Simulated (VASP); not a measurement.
# Pt (I4/mmm) in VASP: further runs

Runs on Pt. Level: PBE. Tasks: single point.

All numbers are computed with VASP 6.6.1; they aren't measurements. Logs are shortened: lines on timing, memory, paths and dates and some standing lists are left out, and cuts for length are marked.

## Step 1: The cell of the first run

The structure is tetragonal, space group I4/mmm (No. 139). Conventional cell: a = 3.402 Å, b = 3.402 Å, c = 3.027 Å, α = 90.00°, β = 90.00°, γ = 90.00°. Within 3.7 Å of Pt (site symmetry 4/mmm) lie 14 Pt at 2.84 to 3.40 Å.

## Step 2: Single point, PBE (17.52 Å³/atom)

INCAR reads:

```
PREC = Accurate
ENCUT = 520
EDIFF = 1E-7
ISMEAR = 0
SIGMA = 0.15
LREAL = F
LASPH = T
NELM = 80
ALGO = Fast
ISIF = 2
LWAVE = F
LCHARG = F
GGA = PE
NBANDS = 11
```

KPOINTS reads:

```
Automatic mesh
0
Gamma
  22 22 22
```

POSCAR reads:

```
Pt
1.0
    0.0000000000      2.4056375881      1.5136271704
    2.4056375881      0.0000000000      1.5136271704
    2.4056375881      2.4056375881      0.0000000000
Pt
1
Direct
    0.0000000000      0.0000000000      0.0000000000
```

Potentials or basis: VASP PAW PBE potentials, release 64 (Pt).

On the command line:

```console
$ cat potpaw_PBE.64/Pt/POTCAR > POTCAR
$ mpirun -np 1 vasp_std > vasp.out
```

OUTCAR:

```text
PREC = Accurate
   ENCUT = 520
   EDIFF = 1E-7
   ISMEAR = 0
   LREAL = F
   LASPH = T
   NELM = 80
   ISIF = 2
   GGA = PE

 ion  position               nearest neighbor table
   1  0.000  0.000  0.000-

  LATTYP: Found a body centered tetragonal cell.
 ALAT       =     3.4020853032
 C/A-ratio  =     0.8898231734

  Lattice vectors:

 A1 = (   0.0000000000,  -2.4056375881,  -1.5136271704)
 A2 = (   0.0000000000,   2.4056375881,  -1.5136271704)
 A3 = (   2.4056375881,   0.0000000000,   1.5136271704)

Analysis of symmetry for initial positions (statically):
=====================================================================
 Subroutine PRICEL returns:
 Original cell was already a primitive cell.

 Routine SETGRP: Setting up the symmetry group for a
 body centered tetragonal supercell.

 Subroutine GETGRP returns: Found 16 space group operations
 (whereof 16 operations were pure point group operations)
 out of a pool of 16 trial point group operations.

The static configuration has the point symmetry D_4h.

Analysis of symmetry for dynamics (positions and initial velocities):
=====================================================================
 Subroutine PRICEL returns:
 Original cell was already a primitive cell.

 Routine SETGRP: Setting up the symmetry group for a
 body centered tetragonal supercell.

 Subroutine GETGRP returns: Found 16 space group operations
 (whereof 16 operations were pure point group operations)
 out of a pool of 16 trial point group operations.

The dynamic configuration has the point symmetry D_4h.

 Subroutine INISYM returns: Found 16 space group operations
 (whereof 16 operations are pure point group operations),
 and found     1 'primitive' translations

----------------------------------------------------------------------------------------

                                     Primitive cell

  volume of cell :      17.5190

  direct lattice vectors                    reciprocal lattice vectors
     0.000000000  2.405637588  1.513627170    -0.207845106  0.207845106  0.330332337
     2.405637588  0.000000000  1.513627170     0.207845106 -0.207845106  0.330332337
     2.405637588  2.405637588  0.000000000     0.207845106  0.207845106 -0.330332337

  length of vectors
     2.842210305  2.842210305  3.402085303     0.442174885  0.442174885  0.442174885

  position of ions in fractional coordinates (direct lattice)
     0.000000000  0.000000000  0.000000000

  ion indices of the primitive-cell ions
   primitive index   ion index
                 1           1
[... 80 lines left out ...]
   POTIM  = 0.5000    time-step for ionic-motion
   TEBEG  =    0.0;   TEEND  =   0.0 temperature during run
   PSTRESS=    0.0 pullay stress
   NELECT =      10.0000    total number of electrons
   NUPDOWN=      -1.0000    fix difference up-down
   EMIN   =  10.00;   EMAX   =-10.00  energy-range for DOS
   EFERMI =   0.00;   METHOD = LEGACY
   ISMEAR =     0;   SIGMA  =   0.15  broadening in eV -4-tet -1-fermi 0-gaus
   EFERMI_NEDOS =   21; number of points for ismear=-14 and -15
   IALGO  =     68    algorithm
   IMIX   =      4    mixing-type and parameters
     AMIX     =   0.40;   BMIX     =  1.00
     AMIX_MAG =   1.60;   BMIX_MAG =  1.00
  volume/ion in A,a.u.               =      17.52       118.22
  Fermi-wavevector in a.u.,A,eV,Ry     =   1.358017  2.566279 25.091986  1.844209
  Thomas-Fermi vector in A             =   2.484886
   LORBIT       =      0    0 simple, 1 ext, 2 COOP (PROOUT), +10 PAW based schemes
   GGA     = PE    functional components
   LHFCALC =     F    Hartree Fock is set to
   AEXX    =    0.0000 exact exchange contribution
   IVDW    =     0    specifies the selected vdW correction
   LEPSILON=     F    determine dielectric tensor
   LRPA    =     F    only Hartree local field effects (RPA)
 non-spin polarized calculation
 RMM-DIIS sequential band-by-band and
 Gauss-broadening in eV      SIGMA  =   0.15
  energy-cutoff  :      520.00
  volume of cell :       17.52
 maximum number of plane-waves:       493
 NGX is ok and might be reduce to    24
   NGX = 11   NGY = 11   NGZ = 13

 number of electron      10.0000000 magnetization

 Free energy of the ion-electron system (eV)
  ---------------------------------------------------
  ext. energy  EPLUGINS =         0.00000000
  ---------------------------------------------------
  free energy    TOTEN  =        -5.93205958 eV

  energy without entropy =       -5.91562752  energy(sigma->0) =       -5.92384355

 E-fermi :   8.5065     XC(G=0): -12.5972

 val. band max:        8.5052930336   @ k =  -0.3182   0.4091   0.0909
 cond. band min:       8.5072593391   @ k =   0.3636   0.0909   0.0455
 fundamental gap:      0.0019663055
 Fermi energy:         8.5065083004

 k-point     1 :       0.0000    0.0000    0.0000
  band No.  band energies     occupation
      1      -0.0191      2.00000
      2       4.9822      2.00000
      3       5.8640      2.00000
      4       5.8640      2.00000
      5       6.8860      2.00000
      6       8.0577      1.99998
      7      24.8115      0.00000
      8      24.8115      0.00000
      9      27.1865      0.00000
     10      32.7645      0.00000
     11      32.7645      0.00000
[... 309 lines left out ...]
 k-point    24 :      -0.4545    0.0455    0.0000
  band No.  band energies     occupation
      1       2.9425      2.00000
      2       4.1298      2.00000
      3       7.3481      2.00000
      4       7.7230      2.00000
      5       9.1438      0.00000
      6       9.3652      0.00000
      7      15.0435      0.00000
      8      21.4643      0.00000
      9      22.6390      0.00000
     10      30.5255      0.00000
     11      31.4827      0.00000

 [... further k-points ...]

------------------------ aborting loop because EDIFF is reached ----------------------------------------

  FORCE on cell =-STRESS in cart. coord.  units (eV):
  Direction    XX          YY          ZZ          XY          YZ          ZX
  --------------------------------------------------------------------------------------
  -------------------------------------------------------------------------------------
  Total       -1.8007316     -1.8007316     -2.6678929      0.0000000     -0.0000000      0.0000000
  in kB     -164.6835595   -164.6835595   -243.9886709      0.0000000     -0.0000000      0.0000000
  external PRESSURE =    -191.1185966 kB  Pullay stress =       0.0000000 kB

 VOLUME and BASIS-vectors are now :
 -----------------------------------------------------------------------------
  energy-cutoff  :      520.00
  volume of cell :       17.52
      direct lattice vectors                 reciprocal lattice vectors
     0.000000000  2.405637588  1.513627170    -0.207845106  0.207845106  0.330332337
     2.405637588  0.000000000  1.513627170     0.207845106 -0.207845106  0.330332337
     2.405637588  2.405637588  0.000000000     0.207845106  0.207845106 -0.330332337

 POSITION                                       TOTAL-FORCE (eV/Angst)
 -----------------------------------------------------------------------------------
      0.00000      0.00000      0.00000        -0.000000      0.000000      0.000000
 -----------------------------------------------------------------------------------
    total drift:                               -0.000000     -0.000000      0.000000

  FREE ENERGIE OF THE ION-ELECTRON SYSTEM (eV)
  ---------------------------------------------------
  free  energy   TOTEN  =        -5.9320595814 eV

  energy  without entropy=       -5.9156275228  energy(sigma->0) =       -5.92384355
```

Run time: 69 s. Hardware: 1 thread of Intel Xeon 6975P-C (Granite Rapids), shared host; peak memory 0.28 GiB.

What came out:

* Free energy: -5.9321 eV
* Pressure: -19.1 GPa
* Band gap on the k mesh: zero (bands 5 and 6 overlap by 1.75 eV)

Caveat: the cell stands under tension; spin-orbit coupling is left out, which moves the levels of the heavy elements.

## Step 3: Single point, PBE (17.52 Å³/atom)

INCAR reads:

```
SYSTEM = Pt
ALGO = Fast
EDIFF = 1E-6
ENCUT = 520
GGA = PE
ISIF = 2
ISMEAR = 0
LASPH = .TRUE.
LCHARG = .FALSE.
LREAL = .FALSE.
LWAVE = .FALSE.
NBANDS = 11
NELM = 60
PREC = Accurate
SIGMA = 0.15
```

KPOINTS reads:

```
k-points
0
G
  22 22 22
  0 0 0
```

POSCAR reads:

```
Pt
1.0
    0.0000000000      1.9579555148      2.2849340858
    1.9579555148      0.0000000000      2.2849340858
    1.9579555148      1.9579555148      0.0000000000
Pt
1
Direct
    0.0000000000      0.0000000000      0.0000000000
```

Potentials or basis: VASP PAW PBE potentials, release 64 (Pt).

On the command line:

```console
$ cat potpaw_PBE.64/Pt/POTCAR > POTCAR
$ mpirun -np 1 vasp_std > vasp.out
```

Run time: 46 s. Hardware: 1 thread of Intel Xeon 6975P-C (Granite Rapids), shared host; peak memory 0.27 GiB.

The run converged. Its results:

```
Free energy            : -5.9136 eV
Pressure               : -18.4 GPa
Band gap on the k mesh : zero (bands 5 and 6 overlap by 2.32 eV)
```

Stress tensor (GPa, compression positive):
```
-14.58   0.00   0.00
  0.00 -14.58   0.00
  0.00   0.00 -26.02
```

Levels at points of the mesh, in eV from the Fermi level:
```
           k point  band 2  band 3  band 4  band 5  band 6  band 7  band 8  band 9
(0.00, 0.00, 0.00)   -3.88   -2.26   -2.26   -2.19   -0.42   15.35   17.29   20.07
(0.50, 0.00, 0.00)   -3.60   -2.24   -0.17    0.26    0.29    5.05   13.52   17.68
(0.50, 0.50, 0.00)   -5.24    0.22    0.33    0.33    0.64    5.27   12.83   12.83
(0.50, 0.00, 0.50)   -4.97   -0.28   -0.17    1.13    3.11    8.80   10.15   10.47
```

Caveat: the cell stands under tension; spin-orbit coupling is left out, which moves the levels of the heavy elements.
